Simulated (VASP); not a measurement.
Wanted: the native input for a VASP 6.6.1 run.

```yaml
Task: electric field gradients
Functional: PBE
Potentials_or_basis: VASP PAW PBE potentials, release 64 (Ti_sv)
Cutoff: 520 eV
k_mesh: 15 × 15 × 15
Occupations: fermi-dirac, width 0.05 eV
Spin: no spin polarisation
Dipole_correction: no
Further_INCAR_settings: ALGO = Normal; EDIFF = 1e-08; NBANDS = 12
```

The structure of Ti lies in POSCAR:

```
Ti
1.0
    0.0000000000      2.0163754284      2.0163754284
    2.0163754284      0.0000000000      2.0163754284
    2.0163754284      2.0163754284      0.0000000000
Ti
1
Direct
    0.0000000000      0.0000000000      0.0000000000
```

This cell differs from its parent crystal: volume scaled by 0.98.

One way to write it, as run:

INCAR

```
PREC     = Accurate       # precision mode
ENCUT    = 520            # plane-wave cutoff, eV
EDIFF    = 1E-8           # SCF threshold, eV
ISMEAR   = -1             # smearing method
SIGMA    = 0.05           # smearing width, eV
LREAL    = F              # projectors in reciprocal space
LASPH    = T              # aspherical terms in the spheres
NELM     = 100            # most SCF steps
ALGO     = Normal         # electronic algorithm
ISIF     = 2              # what is computed and relaxed
LWAVE    = F              # write WAVECAR
LCHARG   = F              # write CHGCAR
GGA      = PE             # functional
LEFG     = T            
NBANDS   = 12             # bands
```

KPOINTS

```
regular mesh
0
Gamma
  15 15 15
```

Potentials or basis: VASP PAW PBE potentials, release 64 (Ti_sv).

Launch:

```console
$ cat potpaw_PBE.64/Ti_sv/POTCAR > POTCAR
$ mpirun -np 1 vasp_std > vasp.out
```

It gave:

* Pressure: 6.7 GPa
* Band gap on the k mesh: zero (band 6 reaches 9.75 eV, above the bottom of band 7 at 8.55 eV)

Caveat: without QUAD_EFG the Cq values of the log hold for a quadrupole moment of 1 mb, not for the nuclei.

It took 13 s on 1 thread of Intel(R) Xeon(R) Platinum 8488C (Sapphire Rapids), with other jobs on the host, peak memory 0.15 GiB.
